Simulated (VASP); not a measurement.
A run of VASP 6.6.1:

INCAR

```
PREC     = Accurate       # precision mode
ENCUT    = 600            # plane-wave cutoff, eV
EDIFF    = 1E-6           # SCF threshold, eV
ISMEAR   = 0              # smearing method
SIGMA    = 0.1            # smearing width, eV
LREAL    = F              # projectors in reciprocal space
LASPH    = T              # aspherical terms in the spheres
NELM     = 100            # most SCF steps
ALGO     = Normal         # electronic algorithm
ISIF     = 3              # what is computed and relaxed
LWAVE    = F              # write WAVECAR
LCHARG   = F              # write CHGCAR
GGA      = PE             # functional
IBRION   = 2              # ionic algorithm
NSW      = 100            # ionic steps
EDIFFG   = -0.01          # ionic threshold
```

KPOINTS

```
regular mesh
0
Gamma
  8 8 8
```

The input POSCAR:

```
BaSc4
1.0
    5.4770907921      0.0000000000      0.0000000000
    0.0000000000      5.4770907921      0.0000000000
    0.0000000000      0.0000000000      5.4770907921
Ba Sc
1 4
Direct
    0.0000000000      0.0000000000      0.0000000000
    0.0000000000      0.5000000000      0.5000000000
    0.5000000000      0.0000000000      0.5000000000
    0.5000000000      0.5000000000      0.0000000000
    0.5000000000      0.5000000000      0.5000000000
```

Potentials or basis: VASP PAW PBE potentials, release 64 (Ba_sv, Sc_sv).

The run is started by

```sh
$ cat potpaw_PBE.64/Ba_sv/POTCAR potpaw_PBE.64/Sc_sv/POTCAR > POTCAR
$ mpirun -np 1 vasp_std > vasp.out
```

Hardware: 1 thread of Intel(R) Xeon(R) Platinum 8259CL CPU @ 2.50GHz (Skylake/Cascade Lake), with other jobs on the host.

Q: Estimate the wall time of this run.

A: It took 11 min on 1 thread of Intel(R) Xeon(R) Platinum 8259CL CPU @ 2.50GHz (Skylake/Cascade Lake), with other jobs on the host, peak memory 0.47 GiB. Counts: scf iterations 31, k points 35, ion steps 3.
